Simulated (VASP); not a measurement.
Here is a VASP 6.6.1 calculation.

Contents of INCAR:

```
SYSTEM = LiSb2
ALGO = Normal
EDIFF = 1E-6
EDIFFG = -0.01
ENCUT = 600
GGA = PE
IBRION = 2
ISIF = 3
ISMEAR = 0
LASPH = .TRUE.
LCHARG = .FALSE.
LREAL = .FALSE.
LWAVE = .FALSE.
NELM = 100
NSW = 60
PREC = Accurate
SIGMA = 0.1229
```

The input KPOINTS:

```
k-points
0
G
  4 4 4
  0 0 0
```

Contents of POSCAR:

```
LiSb2
1.0
    0.0000000000      2.7643230000      4.7229800000
    0.0000000000     -2.7643230000      4.7229800000
    4.8713630000      2.7643230000      0.0000000000
Li Sb
2 4
Direct
    0.0000000000      0.0000000000      0.0000000000
    0.2500000000      0.2500000000      0.5000000000
    0.6670000000      0.3330000000      0.6660000000
    0.3330000000      0.6670000000      0.3340000000
    0.5830000000      0.9170000000      0.8340000000
    0.9170000000      0.5830000000      0.1660000000
```

Potentials or basis: VASP PAW PBE potentials, release 64 (Li_sv, Sb).

Launch:

```console
$ cat potpaw_PBE.64/Li_sv/POTCAR potpaw_PBE.64/Sb/POTCAR > POTCAR
$ mpirun -np 1 vasp_std > vasp.out
```

Estimate the relaxed volume.

24.74 Å³/atom.

Predict the relaxed cell.

a = 5.732 Å, b = 5.732 Å, c = 5.935 Å, α = 104.30°, β = 75.70°, γ = 60.76°.

Predict the space group after relaxing (to 0.05 Å).

Fddd (No. 70).

Predict the band gap on the k mesh.

zero (band 13 reaches 7.10 eV, above the bottom of band 14 at 5.01 eV).

Final structure:
```
CELL_PARAMETERS angstrom
0.00000 2.89867 4.94455
0.00000 -2.89867 4.94455
5.17889 2.89867 0.00000
ATOMIC_POSITIONS crystal
Li 0.00000 0.00000 0.00000
Li 0.25000 0.25000 0.50000
Sb 0.68009 0.31991 0.63981
Sb 0.31991 0.68009 0.36019
Sb 0.56991 0.93009 0.86019
Sb 0.93009 0.56991 0.13981
```

Caveat: the k points lie up to 0.35 Å⁻¹ apart in the final cell; the cutoff is under 1.25 times the usual one of these potentials, so pressure, stress and relaxed cells hold a basis-set (Pulay) error; the volume moved by over 15 % at a fixed basis, so the end points are rough; spin-orbit coupling is left out, which moves the levels of the heavy elements.
